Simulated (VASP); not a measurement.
# WS2 (R3m) in VASP: notebook

WS2 is run at these levels: PBE+D3(BJ); tasks: single point.

Everything below comes from runs of VASP 6.6.1. Logs are shortened: lines on timing, memory, paths and dates and some standing lists are left out, and cuts for length are marked.

## 1. The cell of the first run

Symmetry: R3m, No. 160, trigonal system. Conventional cell: a = 3.094 Å, b = 3.094 Å, c = 16.379 Å, α = 90.00°, β = 90.00°, γ = 120.00°. Within 3.1 Å of W (site symmetry 3m) lie 6 S at 2.28 Å and 6 W at 3.09 Å. Within 3.2 Å of S (site symmetry 3m) lie 3 W at 2.28 Å and 10 S at 2.84 to 3.17 Å. Within 3.2 Å of S (site symmetry 3m) lie 3 W at 2.28 Å and 10 S at 2.84 to 3.17 Å.

## 2. Single point, PBE+D3(BJ)

File INCAR:

```
PREC = Accurate ; ENCUT = 520
EDIFF = 1E-6 ; ISMEAR = 0
SIGMA = 0.05 ; LREAL = False
LASPH = True ; NELM = 100
ALGO = Normal ; ISIF = 2
LWAVE = False ; LCHARG = False
GGA = PE ; IVDW = 12
NBANDS = 20
```

File KPOINTS:

```
regular mesh
0
Gamma
  12 12 12
```

File POSCAR:

```
WS2
1.0
    1.5470500000      0.8931897339      5.4597666667
   -1.5470500000      0.8931897339      5.4597666667
    0.0000000000     -1.7863794679      5.4597666667
W S
1 2
Direct
    0.9993440419      0.9993440419      0.9993440419
    0.7527816504      0.7527816504      0.7527816504
    0.5791743077      0.5791743077      0.5791743077
```

Potentials or basis: VASP PAW PBE potentials, release 64 (W_sv, S).

Run with:

```sh
cat potpaw_PBE.64/W_sv/POTCAR potpaw_PBE.64/S/POTCAR > POTCAR
mpirun -np 1 vasp_std > vasp.out
```

OUTCAR:

```text
PREC = Accurate
   ENCUT = 520
   EDIFF = 1E-6
   ISMEAR = 0
   LREAL = False
   LASPH = True
   NELM = 100
   ISIF = 2
   GGA = PE
   IVDW = 12
 IVDW          = 12

 ion  position               nearest neighbor table
   1  0.999  0.999  0.999-   2 2.28   2 2.28   2 2.28   3 2.28   3 2.28   3 2.28
   2  0.753  0.753  0.753-   1 2.28   1 2.28   1 2.28
   3  0.579  0.579  0.579-   1 2.28   1 2.28   1 2.28

  LATTYP: Found a trigonal (rhomboedric) cell.
 ALAT       =     5.7445803727
 COS(alpha) =     0.8549485496

  Lattice vectors:

 A1 = (   1.5470500000,   0.8931897339,   5.4597666667)
 A2 = (  -1.5470500000,   0.8931897339,   5.4597666667)
 A3 = (   0.0000000000,  -1.7863794679,   5.4597666667)

Analysis of symmetry for initial positions (statically):
=====================================================================
 Subroutine PRICEL returns:
 Original cell was already a primitive cell.

 Routine SETGRP: Setting up the symmetry group for a
 trigonal (rhombohedral) supercell.

 Subroutine GETGRP returns: Found  6 space group operations
 (whereof  6 operations were pure point group operations)
 out of a pool of 12 trial point group operations.

The static configuration has the point symmetry C_3v.

Analysis of symmetry for dynamics (positions and initial velocities):
=====================================================================
 Subroutine PRICEL returns:
 Original cell was already a primitive cell.

 Routine SETGRP: Setting up the symmetry group for a
 trigonal (rhombohedral) supercell.

 Subroutine GETGRP returns: Found  6 space group operations
 (whereof  6 operations were pure point group operations)
 out of a pool of 12 trial point group operations.

The dynamic configuration has the point symmetry C_3v.

 Subroutine INISYM returns: Found  6 space group operations
 (whereof  6 operations are pure point group operations),
 and found     1 'primitive' translations

----------------------------------------------------------------------------------------

                                     Primitive cell

  volume of cell :      45.2661

  direct lattice vectors                    reciprocal lattice vectors
     1.547050000  0.893189734  5.459766667     0.323195760  0.186597159  0.061052670
    -1.547050000  0.893189734  5.459766667    -0.323195760  0.186597159  0.061052670
     0.000000000 -1.786379468  5.459766667     0.000000000 -0.373194318  0.061052670

  length of vectors
     5.744580373  5.744580373  5.744580373     0.378155295  0.378155295  0.378155295

  position of ions in fractional coordinates (direct lattice)
     0.999344042  0.999344042  0.999344042
     0.752781650  0.752781650  0.752781650
     0.579174308  0.579174308  0.579174308

  ion indices of the primitive-cell ions
   primitive index   ion index
                 1           1
                 2           2
                 3           3

----------------------------------------------------------------------------------------

 KPOINTS: regular mesh

Automatic generation of k-mesh.
 Grid dimensions read from file:
 generate k-points for:   12   12   12

 Generating k-lattice:

  Cartesian coordinates                     Fractional coordinates (reciprocal lattice)
     0.026932980  0.015549763  0.005087723     0.083333333  0.000000000  0.000000000
    -0.026932980  0.015549763  0.005087723     0.000000000  0.083333333  0.000000000
     0.000000000 -0.031099526  0.005087723     0.000000000  0.000000000  0.083333333

  Length of vectors
     0.031512941  0.031512941  0.031512941

  Shift w.r.t. Gamma in fractional coordinates (k-lattice)
     0.000000000  0.000000000  0.000000000

 Subroutine IBZKPT returns following result:
 ===========================================

 Found    189 irreducible k-points:

 Following reciprocal coordinates:
            Coordinates               Weight
  0.000000  0.000000  0.000000      1.000000
  0.083333  0.000000  0.000000      6.000000
  0.166667 -0.000000 -0.000000      6.000000
  0.250000  0.000000 -0.000000      6.000000
  0.333333  0.000000  0.000000      6.000000
  0.416667  0.000000  0.000000      6.000000
[... 16 lines left out ...]
  0.500000  0.166667 -0.000000     12.000000
 -0.416667  0.166667  0.000000     12.000000
 [... further k-points ...]
   k-points           NKPTS =    189   k-points in BZ     NKDIM =    189   number of bands    NBANDS=     20
   number of dos      NEDOS =    301   number of ions     NIONS =      3
   total plane-waves  NPLWV = 110592
   dimension x,y,z NGX =    48 NGY =   48 NGZ =   48
   dimension x,y,z NGXF=    96 NGYF=   96 NGZF=   96
   ions per type =               1   2
   NGX,Y,Z   is equivalent  to a cutoff of  13.89, 13.89, 13.89 a.u.
   NGXF,Y,Z  is equivalent  to a cutoff of  27.78, 27.78, 27.78 a.u.
 SYSTEM =  unknown system
   PREC   = accura    normal or accurate (medium, high low for compatibility)
   ISTART =      0    job   : 0-new  1-cont  2-samecut
   ICHARG =      2    charge: 1-file 2-atom 10-const
   ISPIN  =      1    spin polarized calculation?
   LNONCOLLINEAR =      F non collinear calculations
   LSORBIT =      F    spin-orbit coupling
   LASPH  =      T    aspherical Exc in radial PAW
   ENCUT  =  520.0 eV  38.22 Ry    6.18 a.u.  10.68 10.68 10.68*2*pi/ulx,y,z
   NELM   =    100;   NELMIN=  2; NELMDL= -5     # of ELM steps
   EDIFF  = 0.1E-05   stopping-criterion for ELM
   LREAL  =      F    real-space projection
   EDIFFG = 0.1E-04   stopping-criterion for IOM
   NSW    =      0    number of steps for IOM
   IBRION =     -1    ionic relax: 0-MD 1-quasi-New 2-CG
   NFREE  =      0    steps in history (QN), initial steepest desc. (CG)
   ISIF   =      2    stress and relaxation
   ISYM   =      2    0-nonsym 1-usesym 2-fastsym
   POTIM  = 0.5000    time-step for ionic-motion
   TEBEG  =    0.0;   TEEND  =   0.0 temperature during run
   PSTRESS=    0.0 pullay stress
   NELECT =      26.0000    total number of electrons
   NUPDOWN=      -1.0000    fix difference up-down
   EMIN   =  10.00;   EMAX   =-10.00  energy-range for DOS
   EFERMI =   0.00;   METHOD = LEGACY
   ISMEAR =     0;   SIGMA  =   0.05  broadening in eV -4-tet -1-fermi 0-gaus
   EFERMI_NEDOS =   21; number of points for ismear=-14 and -15
   IALGO  =     38    algorithm
   IMIX   =      4    mixing-type and parameters
     AMIX     =   0.40;   BMIX     =  1.00
     AMIX_MAG =   1.60;   BMIX_MAG =  1.00
  volume/ion in A,a.u.               =      15.09       101.82
  Fermi-wavevector in a.u.,A,eV,Ry     =   1.360843  2.571621 25.196557  1.851895
  Thomas-Fermi vector in A             =   2.487471
   LORBIT       =      0    0 simple, 1 ext, 2 COOP (PROOUT), +10 PAW based schemes
   GGA     = PE    functional components
   LHFCALC =     F    Hartree Fock is set to
   AEXX    =    0.0000 exact exchange contribution
   IVDW    =    12    specifies the selected vdW correction
   LEPSILON=     F    determine dielectric tensor
   LRPA    =     F    only Hartree local field effects (RPA)
 non-spin polarized calculation
 Gauss-broadening in eV      SIGMA  =   0.05
  energy-cutoff  :      520.00
  volume of cell :       45.27
 maximum number of plane-waves:      1232
 NGX is ok and might be reduce to    48
   NGX = 21   NGY = 21   NGZ = 21

 number of electron      26.0000000 magnetization

 Free energy of the ion-electron system (eV)
  ---------------------------------------------------
  ext. energy  EPLUGINS =         0.00000000
  ---------------------------------------------------
  free energy    TOTEN  =       -22.57891173 eV

  energy without entropy =      -22.57862332  energy(sigma->0) =      -22.57876753

 E-fermi :  10.4199     XC(G=0): -11.8319

 val. band max:       10.2754375403   @ k =   0.2500   0.2500   0.2500
 cond. band min:      10.4486078776   @ k =  -0.1667   0.5000   0.1667
 fundamental gap:      0.1731703373
 Fermi energy:        10.4199398987

 k-point     1 :       0.0000    0.0000    0.0000
  band No.  band energies     occupation
      1     -64.7493      2.00000
      2     -29.1648      2.00000
      3     -28.9579      2.00000
      4     -28.9579      2.00000
      5      -7.1300      2.00000
      6      -3.9654      2.00000
[... 12 lines left out ...]
     19      17.5010      0.00000
     20      19.7071      0.00000

 k-point     2 :       0.0833    0.0000    0.0000
  band No.  band energies     occupation
      1     -64.7475      2.00000
      2     -29.1581      2.00000
      3     -28.9929      2.00000
      4     -28.9657      2.00000
      5      -6.9900      2.00000
      6      -3.9607      2.00000
[... 12 lines left out ...]
     19      17.9482      0.00000
     20      19.2737      0.00000

 k-point     3 :       0.1667   -0.0000   -0.0000
  band No.  band energies     occupation
      1     -64.7425      2.00000
      2     -29.1400      2.00000
      3     -29.0875      2.00000
      4     -28.9871      2.00000
      5      -6.5918      2.00000
      6      -3.9448      2.00000
[... 12 lines left out ...]
     19      18.1193      0.00000
     20      19.2348      0.00000

 k-point     4 :       0.2500    0.0000   -0.0000
  band No.  band energies     occupation
      1     -64.7356      2.00000
      2     -29.2142      2.00000
      3     -29.1150      2.00000
      4     -29.0161      2.00000
      5      -6.0007      2.00000
      6      -3.9163      2.00000
[... 429 lines left out ...]
 k-point    23 :       0.5000    0.1667   -0.0000
  band No.  band energies     occupation
      1     -64.7219      2.00000
      2     -29.3984      2.00000
      3     -29.1386      2.00000
      4     -29.0649      2.00000
      5      -4.4986      2.00000
      6      -3.8490      2.00000
[... 12 lines left out ...]
     19      17.9138      0.00000
     20      18.8181      0.00000

 k-point    24 :      -0.4167    0.1667    0.0000
  band No.  band energies     occupation
      1     -64.7204      2.00000
      2     -29.4200      2.00000
      3     -29.1521      2.00000
      4     -29.0590      2.00000
      5      -4.3081      2.00000
      6      -3.8060      2.00000
[... 12 lines left out ...]
     19      18.1852      0.00000
     20      18.8705      0.00000

 [... further k-points ...]

------------------------ aborting loop because EDIFF is reached ----------------------------------------

 Edisp (eV)   -1.52316

 E8    (eV) :    -0.6422

  FORCE on cell =-STRESS in cart. coord.  units (eV):
  Direction    XX          YY          ZZ          XY          YZ          ZX
  --------------------------------------------------------------------------------------
  -------------------------------------------------------------------------------------
  Total       7.66799     7.66799    13.27239     0.00000    -0.00000    -0.00000
  in kB     271.40565   271.40565   469.77127     0.00000    -0.00000    -0.00000
  external pressure =      337.53 kB  Pullay stress =        0.00 kB

 VOLUME and BASIS-vectors are now :
 -----------------------------------------------------------------------------
  energy-cutoff  :      520.00
  volume of cell :       45.27
      direct lattice vectors                 reciprocal lattice vectors
     1.547050000  0.893189734  5.459766667     0.323195760  0.186597159  0.061052670
    -1.547050000  0.893189734  5.459766667    -0.323195760  0.186597159  0.061052670
     0.000000000 -1.786379468  5.459766667     0.000000000 -0.373194318  0.061052670

 POSITION                                       TOTAL-FORCE (eV/Angst)
 -----------------------------------------------------------------------------------
      0.00000     -0.00000     16.36856         0.000000     -0.000000      0.001979
      0.00000     -0.00000     12.33004         0.000000     -0.000000      4.105916
      0.00000     -0.00000      9.48647         0.000000      0.000000     -4.107895
 -----------------------------------------------------------------------------------
    total drift:                                0.000000      0.000000     -0.000031

  FREE ENERGIE OF THE ION-ELECTRON SYSTEM (eV)
  ---------------------------------------------------
  free  energy   TOTEN  =       -24.1020722933 eV

  energy  without entropy=      -24.1017838783  energy(sigma->0) =      -24.10192809
```

It took 3.6 min on 1 thread of Intel Xeon 6975P-C (Granite Rapids), shared host; peak memory 0.44 GiB.

What came out:

| Item | Value |
| --- | --- |
| Free energy | -24.1021 eV |
| Pressure | 33.8 GPa |
| Largest force | 4.108 eV/Å |
| Band gap on the k mesh | zero (bands 13 and 14 overlap by 0.16 eV) |
| Dispersion energy per atom | -0.508 eV |

Forces in eV/Å, atoms in the order of the input:
```
W    0.000  0.000  0.002
S    0.000  0.000  4.106
S    0.000  0.000 -4.108
```

Stress tensor (GPa, compression positive):
```
27.14  0.00  0.00
 0.00 27.14  0.00
 0.00  0.00 46.98
```

Caveat: the stress differs along the axes, from 27 to 47 GPa; spin-orbit coupling is left out, which moves the levels of the heavy elements; forces of over 1 eV/Å act on the atoms, so gaps and moduli don't describe the material at rest.

## 3. Single point, PBE+D3(BJ)

This run uses another cell than the first one, of 15.18 Å³/atom.

File INCAR:

```
  PREC = Accurate
  ENCUT = 520
  EDIFF = 1E-7
  ISMEAR = 0
  SIGMA = 0.05
  LREAL = F
  LASPH = T
  NELM = 80
  ALGO = Normal
  ISIF = 2
  LWAVE = F
  LCHARG = F
  GGA = PE
  IVDW = 12
  NBANDS = 20
```

KPOINTS is that of step 2.

File POSCAR:

```
WS2
1.0
    1.5944000000      0.9205272692      5.1698666667
   -1.5944000000      0.9205272692      5.1698666667
    0.0000000000     -1.8410545384      5.1698666667
W S
1 2
Direct
    0.9993440419      0.9993440419      0.9993440419
    0.7527816504      0.7527816504      0.7527816504
    0.5791743077      0.5791743077      0.5791743077
```

Potentials or basis: VASP PAW PBE potentials, release 64 (W_sv, S).

Run with:

```sh
cat potpaw_PBE.64/W_sv/POTCAR potpaw_PBE.64/S/POTCAR > POTCAR
mpirun -np 1 vasp_std > vasp.out
```

Wall time 3.1 min (1 thread of Intel Xeon 6975P-C (Granite Rapids), shared host); peak memory 0.38 GiB.

Results (log left out):

| Item | Value |
| --- | --- |
| Free energy | -23.7199 eV |
| Pressure | 32.9 GPa |
| Largest force | 4.913 eV/Å |
| Band gap on the k mesh | zero (bands 13 and 14 overlap by 1.14 eV) |
| Dispersion energy per atom | -0.506 eV |

Forces in eV/Å, atoms in the order of the input:
```
W    0.000  0.000  0.021
S    0.000  0.000  4.892
S    0.000  0.000 -4.913
```

Stress tensor (GPa, compression positive):
```
21.44  0.00  0.00
 0.00 21.44  0.00
 0.00  0.00 55.70
```

Levels at points of the mesh, in eV from the Fermi level:
```tsv
k point	band 9	band 10	band 11	band 12	band 13	band 14	band 15	band 16	band 17	band 18
(0.00, 0.00, 0.00)	-5.71	-4.05	-4.05	-0.80	-0.07	1.34	1.34	2.73	2.73	3.54
(0.50, 0.00, 0.00)	-6.05	-5.91	-3.24	-2.53	-2.05	1.28	1.58	3.27	3.72	4.85
(0.50, 0.50, 0.00)	-5.83	-5.62	-3.76	-3.34	-2.32	1.06	1.59	2.97	5.14	5.18
(0.50, 0.50, 0.50)	-5.77	-4.10	-3.92	-3.92	0.65	1.64	1.64	2.19	2.19	3.51
```

Caveat: the stress differs along the axes, from 21 to 56 GPa; spin-orbit coupling is left out, which moves the levels of the heavy elements; forces of over 1 eV/Å act on the atoms, so gaps and moduli don't describe the material at rest.

[end of part 1 of 2]

The gap in the log of VASP goes by the Fermi energy; the results here count the filled bands.